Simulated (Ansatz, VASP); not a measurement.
## Two plane-wave programs on SiC

Contents of INCAR:

```
SYSTEM = SiC
  PREC = Accurate
  ENCUT = 520
  EDIFF = 1E-7
  ISMEAR = 0
  SIGMA = 0.01
  LREAL = .False.
  LASPH = .True.
  NELM = 80
  ALGO = Normal
  ISIF = 2
  LWAVE = .False.
  LCHARG = .True.
  LELF = .True.
  LVHAR = .True.
  NBANDS = 36
```

Contents of KPOINTS:

```
Automatic mesh
0
Gamma
  8 8 2
  0 0 0
```

Contents of POSCAR:

```
SiC
1.0
    1.5389000000     -2.6675000000      0.0000000000
    1.5389000000      2.6675000000      0.0000000000
    0.0000000000      0.0000000000     15.1219000000
Si C
6 6
Direct
    0.1673000000      0.8327000000      0.8580000000
    0.8327000000      0.1673000000      0.3580000000
    0.5007000000      0.4993000000      0.5241000000
    0.4993000000      0.5007000000      0.0241000000
    0.8357000000      0.1643000000      0.6912400000
    0.1643000000      0.8357000000      0.1912400000
    0.4960000000      0.5040000000      0.6503000000
    0.5040000000      0.4960000000      0.1503000000
    0.1600000000      0.8400000000      0.9817000000
    0.8400000000      0.1600000000      0.4817000000
    0.8290000000      0.1710000000      0.8168000000
    0.1710000000      0.8290000000      0.3168000000
```

Input for Ansatz:

```yaml
crystal:
  lattice:
    - [1.5389, -2.6675, 0.0]
    - [1.5389, 2.6675, 0.0]
    - [0.0, 0.0, 15.1219]
  atoms:
    - { symbol: Si, position: [0.1673, 0.8327, 0.858] }
    - { symbol: Si, position: [0.8327, 0.1673, 0.358] }
    - { symbol: Si, position: [0.5007, 0.4993, 0.5241] }
    - { symbol: Si, position: [0.4993, 0.5007, 0.0241] }
    - { symbol: Si, position: [0.8357, 0.1643, 0.69124] }
    - { symbol: Si, position: [0.1643, 0.8357, 0.19124] }
    - { symbol: C, position: [0.496, 0.504, 0.6503] }
    - { symbol: C, position: [0.504, 0.496, 0.1503] }
    - { symbol: C, position: [0.16, 0.84, 0.9817] }
    - { symbol: C, position: [0.84, 0.16, 0.4817] }
    - { symbol: C, position: [0.829, 0.171, 0.8168] }
    - { symbol: C, position: [0.171, 0.829, 0.3168] }
scf:
  occupations: { method: fixed }
output:
  forces: true
  stress: true
hamiltonian:
  xc: lda
kpoints:
  mp_grid: { grid: [8, 8, 2] }
```

Alike in both runs: task single point; functional LDA; k mesh 8 × 8 × 2; no spin polarisation.

|  | VASP | Ansatz |
| --- | --- | --- |
| version | VASP 6.6.1 | Ansatz 0.2.0 |
| potentials or method | VASP PAW LDA potentials, release 64 (Si, C) | scalar-relativistic, plane waves, PAW |
| plane-wave cutoff (eV) | 520 | 420 |
| occupations | gaussian, width 0.01 eV | fixed |
| valence electrons in the cell | 48 | 48 |

```csv
,VASP,Ansatz,Ansatz less VASP
pressure (GPa),-3.9,-4.3,-0.39
"traceless stress, the component that is largest in VASP (GPa)",2.01,1.99,-0.018
rms of the force components (eV/Å),0.350,0.349,-0.0004
```

LDA's correlation is that of Perdew and Zunger in VASP and of Perdew and Wang (1992) in Ansatz. Atom by atom the forces differ by 0.001 eV/Å (rms over components).
